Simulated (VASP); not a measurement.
# BN (P-6m2) in VASP: single point with PBE+D3(BJ)

Aim: the single point of BN with PBE+D3(BJ).

All numbers are computed with VASP 6.6.1; they aren't measurements. Logs are shortened: lines on timing, memory, paths and dates and some standing lists are left out, and cuts for length are marked.

### 1 The cell of the first run

It takes space group P-6m2 (No. 187, hexagonal). Conventional cell: a = 2.510 Å, b = 2.510 Å, c = 6.690 Å, α = 90.00°, β = 90.00°, γ = 120.00°. Within 1.9 Å of B (site symmetry -6m2) lie 3 N at 1.45 Å. Within 1.9 Å of B (site symmetry -6m2) lie 3 N at 1.45 Å. Within 1.9 Å of N (site symmetry -6m2) lie 3 B at 1.45 Å. Within 1.9 Å of N (site symmetry -6m2) lie 3 B at 1.45 Å.

### 2 Single point, PBE+D3(BJ)

INCAR reads:

```
PREC = Accurate ; ENCUT = 520
EDIFF = 1E-6 ; ISMEAR = 0
SIGMA = 0.1 ; LREAL = Auto
LASPH = True ; NELM = 80
ALGO = Normal ; ISIF = 2
LWAVE = False ; LCHARG = True
GGA = PE ; IVDW = 12
LELF = True ; LVHAR = True
NBANDS = 46 ; ISYM = 0
```

KPOINTS reads:

```
Automatic mesh
0
Gamma
  2 2 2
  0.5 0.5 0.5
```

POSCAR reads:

```
BN
1.0
    2.5099983704     -4.3474447044      0.0000000000
   -5.0199967408      0.0000000000      0.0000000000
    0.0000000000      0.0000000000     -6.6900000000
B N
8 8
Direct
    0.5000000000      0.5000000000      0.5000000000
    0.0000000000      0.5000000000      0.5000000000
    0.5000000000      0.0000000000      0.5000000000
    0.0000000000      0.0000000000      0.5000000000
    0.1666666667      0.3333333333      0.0000000000
    0.6666666667      0.3333333333      0.0000000000
    0.1666666667      0.8333333333      0.0000000000
    0.6666666667      0.8333333333      0.0000000000
    0.5000000000      0.5000000000      0.0000000000
    0.0000000000      0.5000000000      0.0000000000
    0.5000000000      0.0000000000      0.0000000000
    0.0000000000      0.0000000000      0.0000000000
    0.3333333333      0.1666666667      0.5000000000
    0.8333333333      0.1666666667      0.5000000000
    0.3333333333      0.6666666667      0.5000000000
    0.8333333333      0.6666666667      0.5000000000
```

Potentials or basis: VASP PAW PBE potentials, release 64 (B, N).

The run is started by

```bash
$ cat potpaw_PBE.64/B/POTCAR potpaw_PBE.64/N/POTCAR > POTCAR
$ mpirun -np 1 vasp_std > vasp.out
```

OUTCAR:

```text
PREC = Accurate
   ENCUT = 520
   EDIFF = 1E-6
   ISMEAR = 0
   LREAL = Auto
   LASPH = True
   NELM = 80
   ISIF = 2
   GGA = PE
   IVDW = 12
   ISYM = 0
 IVDW          = 12

 ion  position               nearest neighbor table
   1  0.500  0.500  0.500-  16 1.45  13 1.45  15 1.45
   2  0.000  0.500  0.500-  15 1.45  14 1.45  16 1.45
   3  0.500  0.000  0.500-  14 1.45  15 1.45  13 1.45
   4  0.000  0.000  0.500-  13 1.45  16 1.45  14 1.45
   5  0.167  0.333  0.000-   9 1.45  12 1.45  10 1.45
   6  0.667  0.333  0.000-  10 1.45  11 1.45   9 1.45
[... 8 lines left out ...]
  15  0.333  0.667  0.500-   2 1.45   3 1.45   1 1.45
  16  0.833  0.667  0.500-   1 1.45   4 1.45   2 1.45

IMPORTANT INFORMATION: All symmetrisations will be switched off!
NOSYMM: (Re-)initialisation of all symmetry stuff for point group C_1.

----------------------------------------------------------------------------------------

                                     Primitive cell

  volume of cell :     146.0036

  direct lattice vectors                    reciprocal lattice vectors
     2.509998370 -4.347444704  0.000000000     0.000000000 -0.230020177  0.000000000
    -5.019996741  0.000000000  0.000000000    -0.199203317 -0.115010088  0.000000000
     0.000000000  0.000000000 -6.690000000     0.000000000  0.000000000 -0.149476831

  length of vectors
     5.019996741  5.019996741  6.690000000     0.230020177  0.230020177  0.149476831

  position of ions in fractional coordinates (direct lattice)
     0.500000000  0.500000000  0.500000000
     0.000000000  0.500000000  0.500000000
     0.500000000  0.000000000  0.500000000
     0.000000000  0.000000000  0.500000000
     0.166666667  0.333333333  0.000000000
     0.666666667  0.333333333  0.000000000
[... 8 lines left out ...]
     0.333333333  0.666666667  0.500000000
     0.833333333  0.666666667  0.500000000

  ion indices of the primitive-cell ions
   primitive index   ion index
                 1           1
                 2           2
                 3           3
                 4           4
                 5           5
                 6           6
[... 8 lines left out ...]
                15          15
                16          16

----------------------------------------------------------------------------------------

 KPOINTS: Automatic mesh

Automatic generation of k-mesh.
 Grid dimensions read from file:
 generate k-points for:    2    2    2

 Generating k-lattice:
[... 53 lines left out ...]
   IBRION =     -1    ionic relax: 0-MD 1-quasi-New 2-CG
   NFREE  =      0    steps in history (QN), initial steepest desc. (CG)
   ISIF   =      2    stress and relaxation
   ISYM   =      0    0-nonsym 1-usesym 2-fastsym
   POTIM  = 0.5000    time-step for ionic-motion
   TEBEG  =    0.0;   TEEND  =   0.0 temperature during run
   PSTRESS=    0.0 pullay stress
   NELECT =      64.0000    total number of electrons
   NUPDOWN=      -1.0000    fix difference up-down
   EMIN   =  10.00;   EMAX   =-10.00  energy-range for DOS
   EFERMI =   0.00;   METHOD = LEGACY
   ISMEAR =     0;   SIGMA  =   0.10  broadening in eV -4-tet -1-fermi 0-gaus
   EFERMI_NEDOS =   21; number of points for ismear=-14 and -15
   IALGO  =     38    algorithm
   IMIX   =      4    mixing-type and parameters
     AMIX     =   0.40;   BMIX     =  1.00
     AMIX_MAG =   1.60;   BMIX_MAG =  1.00
  volume/ion in A,a.u.               =       9.13        61.58
  Fermi-wavevector in a.u.,A,eV,Ry     =   1.243599  2.350061 21.041925  1.546538
  Thomas-Fermi vector in A             =   2.377902
   LORBIT       =      0    0 simple, 1 ext, 2 COOP (PROOUT), +10 PAW based schemes
   GGA     = PE    functional components
   LHFCALC =     F    Hartree Fock is set to
   AEXX    =    0.0000 exact exchange contribution
   IVDW    =    12    specifies the selected vdW correction
   LEPSILON=     F    determine dielectric tensor
   LRPA    =     F    only Hartree local field effects (RPA)
 non-spin polarized calculation
 Gauss-broadening in eV      SIGMA  =   0.10
  energy-cutoff  :      520.00
  volume of cell :      146.00
 maximum number of plane-waves:      3940
 NGX is ok and might be reduce to    40
   NGX = 19   NGY = 19   NGZ = 25

 number of electron      63.9999992 magnetization

 Free energy of the ion-electron system (eV)
  ---------------------------------------------------
  ext. energy  EPLUGINS =         0.00000000
  ---------------------------------------------------
  free energy    TOTEN  =      -140.69597067 eV

  energy without entropy =     -140.69597067  energy(sigma->0) =     -140.69597067

 E-fermi :   2.6117     XC(G=0): -10.0155

 val. band max:        2.1055780265   @ k =   0.2500   0.5000   0.2500
 cond. band min:       6.7816132072   @ k =  -0.2500  -0.2500   0.2500
 fundamental gap:      4.6760351807
 Fermi energy:         2.6116531546

 k-point     1 :       0.2500    0.2500    0.2500
  band No.  band energies     occupation
      1     -14.6610      2.00000
      2     -14.4614      2.00000
      3     -13.6025      2.00000
      4     -13.6025      2.00000
      5     -13.4297      2.00000
      6     -13.4297      2.00000
[... 553 lines left out ...]
     43      12.6947      0.00000
     44      12.6948      0.00000
 [bands above 44 left out]

------------------------ aborting loop because EDIFF is reached ----------------------------------------

 Edisp (eV)   -2.22812

 E8    (eV) :    -0.6523

  FORCE on cell =-STRESS in cart. coord.  units (eV):
  Direction    XX          YY          ZZ          XY          YZ          ZX
  --------------------------------------------------------------------------------------
  -------------------------------------------------------------------------------------
  Total      -1.26697    -1.26698    -0.51206     0.00000     0.00000     0.00000
  in kB     -13.90320   -13.90328    -5.61908     0.00004     0.00001     0.00000
  external pressure =      -11.14 kB  Pullay stress =        0.00 kB

 VOLUME and BASIS-vectors are now :
 -----------------------------------------------------------------------------
  energy-cutoff  :      520.00
  volume of cell :      146.00
      direct lattice vectors                 reciprocal lattice vectors
     2.509998370 -4.347444704  0.000000000     0.000000000 -0.230020177  0.000000000
    -5.019996741  0.000000000  0.000000000    -0.199203317 -0.115010088  0.000000000
     0.000000000  0.000000000 -6.690000000     0.000000000  0.000000000 -0.149476831

 POSITION                                       TOTAL-FORCE (eV/Angst)
 -----------------------------------------------------------------------------------
     -1.25500     -2.17372     -3.34500         0.000009      0.000002      0.000001
     -2.51000      0.00000     -3.34500         0.000007      0.000010      0.000001
      1.25500     -2.17372     -3.34500        -0.000009     -0.000006      0.000001
      0.00000      0.00000     -3.34500        -0.000007      0.000000      0.000000
     -1.25500     -0.72457      0.00000         0.000000      0.000000      0.000001
      0.00000     -2.89830      0.00000         0.000002     -0.000001      0.000001
[... 8 lines left out ...]
     -2.51000     -1.44915     -3.34500        -0.000000     -0.000004      0.000003
     -1.25500     -3.62287     -3.34500        -0.000008      0.000009      0.000000
 -----------------------------------------------------------------------------------
    total drift:                               -0.000016     -0.000003     -0.000017

  FREE ENERGIE OF THE ION-ELECTRON SYSTEM (eV)
  ---------------------------------------------------
  free  energy   TOTEN  =      -142.9240866447 eV

  energy  without entropy=     -142.9240866447  energy(sigma->0) =     -142.92408664
```

Wall time 2.7 min (1 thread of Intel Xeon 6975P-C, shared host); peak memory 0.28 GiB.

What came out:

| Item | Value |
| --- | --- |
| Free energy | -142.9241 eV |
| Pressure | -1.1 GPa |
| Band gap on the k mesh | 4.68 eV |
| Dispersion energy per atom | -0.139 eV |

Stress tensor (GPa, compression positive):
```
-1.39  0.00  0.00
 0.00 -1.39  0.00
 0.00  0.00 -0.56
```

Caveat: the k points lie up to 0.72 Å⁻¹ apart.
